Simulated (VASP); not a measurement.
The system is HfO2.

```xyz
6
Lattice="3.6048 0.0000 0.0000 0.0000 3.6048 0.0000 0.0000 0.0000 5.2399" Properties=species:S:1:pos:R:3 pbc="T T T"
Hf    0.0000    0.0000    0.0000
Hf    1.8024    1.8024    2.6200
O     0.0000    1.8024    1.0334
O     1.8024    0.0000    1.5866
O     1.8024    0.0000    4.2066
O     0.0000    1.8024    3.6533
```

Base run:

```yaml
Program: VASP 6.6.1
Functional: PBE
Potentials_or_basis: VASP PAW PBE potentials, release 64 (Hf_pv, O)
Cutoff: 520 eV
k_mesh: 8 × 8 × 5
Occupations: fermi-dirac, width 0.05 eV
Spin: no spin polarisation
```

Its results: band gap on the k mesh 4.60 eV, indirect (least direct gap 4.67 eV); pressure -3.3 GPa; largest force 0.117 eV/Å.

Question: The run is repeated on the same cell with these changes: functional from PBE to LDA; potentials or basis from VASP PAW PBE potentials, release 64 (Hf_pv, O) to VASP PAW LDA potentials, release 64 (Hf_pv, O). What comes out?

Answer: Band gap on the k mesh 4.40 eV, indirect (least direct gap 4.47 eV); pressure -16.3 GPa; largest force 0.211 eV/Å.

Caveats: spin-orbit coupling is left out, which moves the levels of the heavy elements.

A k mesh can miss the band edges.
